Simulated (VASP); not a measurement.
# Sn (Fddd) in VASP: notebook

The runs below take Sn through single point, with r2SCAN.

Everything below comes from runs of VASP 6.6.1. Logs are shortened: lines on timing, memory, paths and dates and some standing lists are left out, and cuts for length are marked.

**1. The cell of the first run**

It takes space group Fddd (No. 70, orthorhombic). Conventional cell: a = 6.004 Å, b = 6.491 Å, c = 6.978 Å, α = 90.00°, β = 90.00°, γ = 90.00°. Within 3.7 Å of Sn (site symmetry 222) lie 4 Sn at 2.82 Å.

**2. Single point, r2SCAN (strain +0.0750 x Voigt [1, -1, 0, 0, 0, 0])**

The input, POSCAR:

```
Sn
1.0
    0.0000000000      3.0021800000      3.2456000000
    3.4890200000      0.0000000000      3.2456000000
    3.4890200000      3.0021800000      0.0000000000
Sn
2
Direct
    0.5000000000      0.5000000000      0.5000000000
    0.7500000000      0.7500000000      0.7500000000
```

The input, INCAR.step1:

```
PREC = Accurate
ENCUT = 520
ISMEAR = 0
SIGMA = 0.15
LREAL = False
LASPH = True
NELM = 80
NBANDS = 21
GGA = PE
ALGO = Normal
EDIFF = 1E-4
LWAVE = True
LCHARG = False
```

The input, INCAR.step2:

```
PREC = Accurate
ENCUT = 520
EDIFF = 1E-6
ISMEAR = 0
SIGMA = 0.15
LREAL = False
LASPH = True
NELM = 80
ALGO = Normal
ISIF = 2
LWAVE = False
LCHARG = False
METAGGA = R2SCAN
LMIXTAU = True
NBANDS = 21
ISTART = 1
```

The input, KPOINTS:

```
Automatic mesh
0
Gamma
  12 12 12
```

Potentials or basis: VASP PAW PBE potentials, release 64 (Sn_d).

The run is started by

```bash
$ cat potpaw_PBE.64/Sn_d/POTCAR > POTCAR
$ cp INCAR.step1 INCAR
$ mpirun -np 1 vasp_std > vasp.out
$ cp INCAR.step2 INCAR
$ mpirun -np 1 vasp_std > vasp.out
```

OUTCAR:

```text
PREC = Accurate
   ENCUT = 520
   EDIFF = 1E-6
   ISMEAR = 0
   LREAL = False
   LASPH = True
   NELM = 80
   ISIF = 2
   METAGGA = R2SCAN
   ISTART = 1

 ion  position               nearest neighbor table
   1  0.500  0.500  0.500-   2 2.82   2 2.82   2 2.82   2 2.82
   2  0.750  0.750  0.750-   1 2.82   1 2.82   1 2.82   1 2.82

  LATTYP: Found a face centered orthorhombic cell.
 ALAT       =     6.0043600000
 B/A-ratio  =     1.0810810811
 C/A-ratio  =     1.1621621622

  Lattice vectors:

 A1 = (  -3.4890200000,   0.0000000000,  -3.2456000000)
 A2 = (  -3.4890200000,   3.0021800000,   0.0000000000)
 A3 = (   0.0000000000,   3.0021800000,  -3.2456000000)

Analysis of symmetry for initial positions (statically):
=====================================================================
 Subroutine PRICEL returns:
 Original cell was already a primitive cell.

 Routine SETGRP: Setting up the symmetry group for a
 face centered orthorhombic supercell.

 Subroutine GETGRP returns: Found  8 space group operations
 (whereof  4 operations were pure point group operations)
 out of a pool of  8 trial point group operations.

The static configuration has the point symmetry D_2 .
 The point group associated with its full space group is D_2h.

Analysis of symmetry for dynamics (positions and initial velocities):
=====================================================================
 Subroutine PRICEL returns:
 Original cell was already a primitive cell.

 Routine SETGRP: Setting up the symmetry group for a
 face centered orthorhombic supercell.

 Subroutine GETGRP returns: Found  8 space group operations
 (whereof  4 operations were pure point group operations)
 out of a pool of  8 trial point group operations.

The dynamic configuration has the point symmetry D_2 .
 The point group associated with its full space group is D_2h.

 Subroutine INISYM returns: Found  8 space group operations
 (whereof  4 operations are pure point group operations),
 and found     1 'primitive' translations

----------------------------------------------------------------------------------------

                                     Primitive cell

  volume of cell :      67.9932

  direct lattice vectors                    reciprocal lattice vectors
     0.000000000  3.002180000  3.245600000    -0.143306716  0.166545643  0.154054720
     3.489020000  0.000000000  3.245600000     0.143306716 -0.166545643  0.154054720
     3.489020000  3.002180000  0.000000000     0.143306716  0.166545643 -0.154054720

  length of vectors
     4.421199397  4.765205129  4.602862730     0.268341430  0.268341430  0.268341430

  position of ions in fractional coordinates (direct lattice)
     0.500000000  0.500000000  0.500000000
     0.750000000  0.750000000  0.750000000

  ion indices of the primitive-cell ions
   primitive index   ion index
                 1           1
                 2           2

----------------------------------------------------------------------------------------

 KPOINTS: Automatic mesh

Automatic generation of k-mesh.
 Grid dimensions read from file:
 generate k-points for:   12   12   12

 Generating k-lattice:

  Cartesian coordinates                     Fractional coordinates (reciprocal lattice)
    -0.011942226  0.013878804  0.012837893     0.083333333  0.000000000  0.000000000
     0.011942226 -0.013878804  0.012837893     0.000000000  0.083333333  0.000000000
     0.011942226  0.013878804 -0.012837893     0.000000000  0.000000000  0.083333333

  Length of vectors
     0.022361786  0.022361786  0.022361786

  Shift w.r.t. Gamma in fractional coordinates (k-lattice)
     0.000000000  0.000000000  0.000000000

 Subroutine IBZKPT returns following result:
 ===========================================

 Found    280 irreducible k-points:

 Following reciprocal coordinates:
            Coordinates               Weight
  0.000000  0.000000  0.000000      1.000000
  0.083333  0.000000  0.000000      8.000000
  0.166667  0.000000 -0.000000      8.000000
  0.250000 -0.000000  0.000000      8.000000
  0.333333  0.000000  0.000000      8.000000
  0.416667  0.000000  0.000000      8.000000
[... 16 lines left out ...]
  0.500000  0.166667  0.000000      8.000000
 -0.416667  0.166667  0.000000      8.000000
 [... further k-points ...]
   k-points           NKPTS =    280   k-points in BZ     NKDIM =    280   number of bands    NBANDS=     21
   number of dos      NEDOS =    301   number of ions     NIONS =      2
   total plane-waves  NPLWV =  46656
   dimension x,y,z NGX =    36 NGY =   36 NGZ =   36
   dimension x,y,z NGXF=    72 NGYF=   72 NGZF=   72
   ions per type =               2
   NGX,Y,Z   is equivalent  to a cutoff of  13.54, 12.56, 13.00 a.u.
   NGXF,Y,Z  is equivalent  to a cutoff of  27.07, 25.12, 26.00 a.u.
 SYSTEM =  unknown system
   PREC   = accura    normal or accurate (medium, high low for compatibility)
   ISTART =      1    job   : 0-new  1-cont  2-samecut
   ICHARG =      0    charge: 1-file 2-atom 10-const
   ISPIN  =      1    spin polarized calculation?
   LNONCOLLINEAR =      F non collinear calculations
   LSORBIT =      F    spin-orbit coupling
   LASPH  =      T    aspherical Exc in radial PAW
   ENCUT  =  520.0 eV  38.22 Ry    6.18 a.u.   8.22  8.86  8.56*2*pi/ulx,y,z
   NELM   =     80;   NELMIN=  2; NELMDL=  0     # of ELM steps
   EDIFF  = 0.1E-05   stopping-criterion for ELM
   LREAL  =      F    real-space projection
   EDIFFG = 0.1E-04   stopping-criterion for IOM
   NSW    =      0    number of steps for IOM
   IBRION =     -1    ionic relax: 0-MD 1-quasi-New 2-CG
   NFREE  =      0    steps in history (QN), initial steepest desc. (CG)
   ISIF   =      2    stress and relaxation
   ISYM   =      2    0-nonsym 1-usesym 2-fastsym
   POTIM  = 0.5000    time-step for ionic-motion
   TEBEG  =    0.0;   TEEND  =   0.0 temperature during run
   PSTRESS=    0.0 pullay stress
   NELECT =      28.0000    total number of electrons
   NUPDOWN=      -1.0000    fix difference up-down
   EMIN   =  10.00;   EMAX   =-10.00  energy-range for DOS
   EFERMI =   0.00;   METHOD = LEGACY
   ISMEAR =     0;   SIGMA  =   0.15  broadening in eV -4-tet -1-fermi 0-gaus
   EFERMI_NEDOS =   21; number of points for ismear=-14 and -15
   IALGO  =     38    algorithm
   IMIX   =      4    mixing-type and parameters
     AMIX     =   0.40;   BMIX     =  1.00
     AMIX_MAG =   1.60;   BMIX_MAG =  1.00
  volume/ion in A,a.u.               =      34.00       229.42
  Fermi-wavevector in a.u.,A,eV,Ry     =   1.217977  2.301643 20.183810  1.483468
  Thomas-Fermi vector in A             =   2.353279
   LORBIT       =      0    0 simple, 1 ext, 2 COOP (PROOUT), +10 PAW based schemes
   METAGGA = R2SCAN    functional components
   LHFCALC =     F    Hartree Fock is set to
   AEXX    =    0.0000 exact exchange contribution
   IVDW    =     0    specifies the selected vdW correction
   LEPSILON=     F    determine dielectric tensor
   LRPA    =     F    only Hartree local field effects (RPA)
 non-spin polarized calculation
 Gauss-broadening in eV      SIGMA  =   0.15
  energy-cutoff  :      520.00
  volume of cell :       67.99
 maximum number of plane-waves:      1845
 NGX is ok and might be reduce to    36
   NGX = 17   NGY = 17   NGZ = 17

 number of electron      28.0000008 magnetization

 Free energy of the ion-electron system (eV)
  ---------------------------------------------------
  ext. energy  EPLUGINS =         0.00000000
  ---------------------------------------------------
  free energy    TOTEN  =       -49.39554019 eV

  energy without entropy =      -49.39376806  energy(sigma->0) =      -49.39465413

 E-fermi :   5.7063     XC(G=0):  -9.6295

 val. band max:        5.6903312327   @ k =   0.0000   0.0833   0.0833
 cond. band min:       5.7072434581   @ k =   0.0000   0.0000   0.0000
 fundamental gap:      0.0169122255
 Fermi energy:         5.7063365159

 k-point     1 :       0.0000    0.0000    0.0000
  band No.  band energies     occupation
      1     -16.8043      2.00000
      2     -16.7650      2.00000
      3     -16.7394      2.00000
      4     -16.7147      2.00000
      5     -16.6916      2.00000
      6     -16.4324      2.00000
[... 13 lines left out ...]
     20      12.7414      0.00000
     21      13.3298      0.00000

 k-point     2 :       0.0833    0.0000    0.0000
  band No.  band energies     occupation
      1     -16.8057      2.00000
      2     -16.7685      2.00000
      3     -16.7482      2.00000
      4     -16.7029      2.00000
      5     -16.6835      2.00000
      6     -16.4374      2.00000
[... 13 lines left out ...]
     20      12.4163      0.00000
     21      13.5635      0.00000

 k-point     3 :       0.1667    0.0000   -0.0000
  band No.  band energies     occupation
      1     -16.8114      2.00000
      2     -16.7729      2.00000
      3     -16.7588      2.00000
      4     -16.6832      2.00000
      5     -16.6663      2.00000
      6     -16.4500      2.00000
[... 13 lines left out ...]
     20      12.4679      0.00000
     21      13.2292      0.00000

 k-point     4 :       0.2500   -0.0000    0.0000
  band No.  band energies     occupation
      1     -16.8202      2.00000
      2     -16.7749      2.00000
      3     -16.7627      2.00000
      4     -16.6649      2.00000
      5     -16.6489      2.00000
      6     -16.4642      2.00000
[... 13 lines left out ...]
     20      12.8301      0.00000
     21      13.4485      0.00000

 k-point     5 :       0.3333    0.0000    0.0000
  band No.  band energies     occupation
      1     -16.8284      2.00000
      2     -16.7763      2.00000
      3     -16.7606      2.00000
      4     -16.6517      2.00000
      5     -16.6356      2.00000
      6     -16.4754      2.00000
[... 13 lines left out ...]
     20      13.4505      0.00000
     21      13.7794      0.00000
[... 382 lines left out ...]
     20      13.7482      0.00000
     21      14.5103      0.00000

 k-point    22 :       0.4167    0.1667    0.0000
  band No.  band energies     occupation
      1     -16.8408      2.00000
      2     -16.7908      2.00000
      3     -16.7431      2.00000
      4     -16.6326      2.00000
      5     -16.5949      2.00000
      6     -16.5303      2.00000
[... 13 lines left out ...]
     20      14.1923      0.00000
     21      15.2962      0.00000

 k-point    23 :       0.5000    0.1667    0.0000
  band No.  band energies     occupation
      1     -16.8442      2.00000
      2     -16.7985      2.00000
      3     -16.7303      2.00000
      4     -16.6237      2.00000
      5     -16.5932      2.00000
      6     -16.5288      2.00000
[... 13 lines left out ...]
     20      14.3417      0.00000
     21      15.1257      0.00000

 k-point    24 :      -0.4167    0.1667    0.0000
  band No.  band energies     occupation
      1     -16.8418      2.00000
      2     -16.8044      2.00000
      3     -16.7243      2.00000
      4     -16.6282      2.00000
      5     -16.5919      2.00000
      6     -16.5255      2.00000
[... 13 lines left out ...]
     20      14.1381      0.00000
     21      14.7808      0.00000

 [... further k-points ...]

------------------------ aborting loop because EDIFF is reached ----------------------------------------

  FORCE on cell =-STRESS in cart. coord.  units (eV):
  Direction    XX          YY          ZZ          XY          YZ          ZX
  --------------------------------------------------------------------------------------
  -------------------------------------------------------------------------------------
  Total       -0.4844894      1.6812567      1.0046963      0.0000000      0.0000000      0.0000000
  in kB      -11.4164135     39.6168039     23.6744659      0.0000000      0.0000000      0.0000000
  external PRESSURE =      17.2916188 kB  Pullay stress =       0.0000000 kB

 VOLUME and BASIS-vectors are now :
 -----------------------------------------------------------------------------
  energy-cutoff  :      520.00
  volume of cell :       67.99
      direct lattice vectors                 reciprocal lattice vectors
     0.000000000  3.002180000  3.245600000    -0.143306716  0.166545643  0.154054720
     3.489020000  0.000000000  3.245600000     0.143306716 -0.166545643  0.154054720
     3.489020000  3.002180000  0.000000000     0.143306716  0.166545643 -0.154054720

 POSITION                                       TOTAL-FORCE (eV/Angst)
 -----------------------------------------------------------------------------------
      3.48902      3.00218      3.24560         0.000000      0.000000      0.000000
      5.23353      4.50327      4.86840        -0.000000      0.000000     -0.000000
 -----------------------------------------------------------------------------------
    total drift:                                0.000000      0.000000      0.000000

  FREE ENERGIE OF THE ION-ELECTRON SYSTEM (eV)
  ---------------------------------------------------
  free  energy   TOTEN  =       -49.3955401927 eV

  energy  without entropy=      -49.3937680607  energy(sigma->0) =      -49.39465413
```

Run time: 13 min. Hardware: 1 thread of Intel Xeon Platinum 8259CL at 2.50GHz (Skylake/Cascade Lake), shared host; peak memory 0.45 GiB.

Results:

```
Free energy            : -49.3955 eV
Pressure               : 1.7 GPa
Band gap on the k mesh : zero (bands 14 and 15 overlap by 0.23 eV)
```

Stress tensor (GPa, compression positive):
```
-1.14  0.00  0.00
 0.00  3.96  0.00
 0.00  0.00  2.37
```

Caveat: the cell differs from its parent crystal (strain +0.0750 x Voigt [1, -1, 0, 0, 0, 0]); the PAW data sets were made with another functional, which shifts forces and pressure a little; spin-orbit coupling is left out, which moves the levels of the heavy elements.

**3. Single point, r2SCAN (strain +0.0250 x Voigt [1, -1, 0, 0, 0, 0])**

The input, POSCAR:

```
Sn
1.0
    0.0000000000      3.1644600000      3.2456000000
    3.3267400000      0.0000000000      3.2456000000
    3.3267400000      3.1644600000      0.0000000000
Sn
2
Direct
    0.5000000000      0.5000000000      0.5000000000
    0.7500000000      0.7500000000      0.7500000000
```

The input, INCAR.step1:

```
PREC = Accurate
ENCUT = 520
ISMEAR = 0
SIGMA = 0.15
LREAL = F
LASPH = T
NELM = 100
NBANDS = 21
GGA = PE
ALGO = Normal
EDIFF = 1E-4
LWAVE = T
LCHARG = F
```

The input, INCAR.step2:

```
PREC = Accurate
ENCUT = 520
EDIFF = 1E-7
ISMEAR = 0
SIGMA = 0.15
LREAL = F
LASPH = T
NELM = 100
ALGO = Normal
ISIF = 2
LWAVE = F
LCHARG = F
METAGGA = R2SCAN
LMIXTAU = T
NBANDS = 21
ISTART = 1
```

The input, KPOINTS:

```
regular mesh
0
Gamma
  12 12 12
```

Potentials or basis: VASP PAW PBE potentials, release 64 (Sn_d).

The run is started by

```bash
$ cat potpaw_PBE.64/Sn_d/POTCAR > POTCAR
$ cp INCAR.step1 INCAR
$ mpirun -np 1 vasp_std > vasp.out
$ cp INCAR.step2 INCAR
$ mpirun -np 1 vasp_std > vasp.out
```

Run time: 9.1 min. Hardware: 1 thread of Intel Xeon 6975P-C (Granite Rapids), shared host; peak memory 0.45 GiB.

Results (log left out):

| Item | Value |
| --- | --- |
| Free energy | -49.4735 eV |
| Pressure | 1.6 GPa |

Stress tensor (GPa, compression positive):
```
0.68 0.00 0.00
0.00 2.47 0.00
0.00 0.00 1.68
```

Levels at points of the mesh, in eV from the Fermi level:
```
           k point  band 10  band 11  band 12  band 13  band 14  band 15  band 16  band 17  band 18  band 19
(0.00, 0.00, 0.00)   -22.04   -11.18    -0.43    -0.23    -0.04     0.12     2.06     2.18     2.29     5.36
(0.50, 0.00, 0.00)   -22.00    -9.46    -6.65    -1.48    -1.16     0.06     3.23     3.42     5.92     8.72
(0.50, 0.50, 0.00)   -21.99    -7.91    -7.91    -2.72    -2.72     0.87     0.87     7.98     7.98     9.60
(0.50, 0.00, 0.50)   -22.00    -7.81    -7.81    -2.87    -2.87     0.70     0.70     8.09     8.09     9.79
(0.00, 0.50, 0.50)   -21.97    -8.01    -8.01    -2.59    -2.59     1.04     1.04     8.04     8.04     9.66
```

Caveat: the cell differs from its parent crystal (strain +0.0250 x Voigt [1, -1, 0, 0, 0, 0]); the PAW data sets were made with another functional, which shifts forces and pressure a little; spin-orbit coupling is left out, which moves the levels of the heavy elements.
